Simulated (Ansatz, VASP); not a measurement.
Ir: VASP beside Ansatz

The input INCAR:

```
  ALGO = Normal
  EDIFF = 1E-6
  ENCUT = 520
  GGA = PE
  ISIF = 2
  ISMEAR = 0
  LASPH = True
  LCHARG = True
  LELF = True
  LREAL = False
  LVHAR = True
  LWAVE = False
  NBANDS = 10
  NELM = 60
  PREC = Accurate
  SIGMA = 0.15
```

File KPOINTS:

```
k-points
0
Gamma
  22 22 22
```

POSCAR

```
Ir
1.0
    0.0000000000      2.0732760000      1.8429120000
    2.0732760000      0.0000000000      1.8429120000
    2.0732760000      2.0732760000      0.0000000000
Ir
1
Direct
    0.0000000000      0.0000000000      0.0000000000
```

Input for Ansatz:

```yaml
crystal:
  lattice:
    - [0.0, 2.073276, 1.842912]
    - [2.073276, 0.0, 1.842912]
    - [2.073276, 2.073276, 0.0]
  atoms:
    - { symbol: Ir, position: [0.0, 0.0, 0.0] }
basis:
  ecutwfc: 420
kpoints:
  mp_grid: { grid: [22, 22, 22] }
hamiltonian:
  xc: pbe
scf:
  occupations: { method: gaussian, width: 0.15 }
output:
  forces: true
  stress: true
  eigenvalues: true
  write_density: true
  write_potential: true
  elf: true
  volumetric_format: npy
```

Change from the starting cell: strain +0.080 along x and y, -0.040 along z, atoms carried along.

Alike in both runs: task single point; functional PBE; k mesh 22 × 22 × 22; occupations gaussian, width 0.15 eV; no spin polarisation.

|  | VASP | Ansatz |
| --- | --- | --- |
| version | VASP 6.6.1 | Ansatz 0.2.0 |
| potentials or method | VASP PAW PBE potentials, release 64 (Ir), cutoff 520 eV | scalar-relativistic, plane waves, PAW |
| valence electrons in the cell | 9 | 17 |

|  | VASP | Ansatz | Ansatz less VASP |
| --- | --- | --- | --- |
| gap on the k mesh at the Fermi level (eV) | none | none | - |
| pressure (GPa) | -21.9 | -22.2 | -0.27 |
| traceless stress, the component that is largest in VASP (GPa) | 18.58 | 18.74 | +0.166 |

A gap of «none» marks a metal or a gap that the smearing closes. VASP's potentials hold 9 valence electrons a cell and Ansatz's 17, so a difference there can come from the potentials and not from the codes.

Spin-orbit coupling is off throughout.
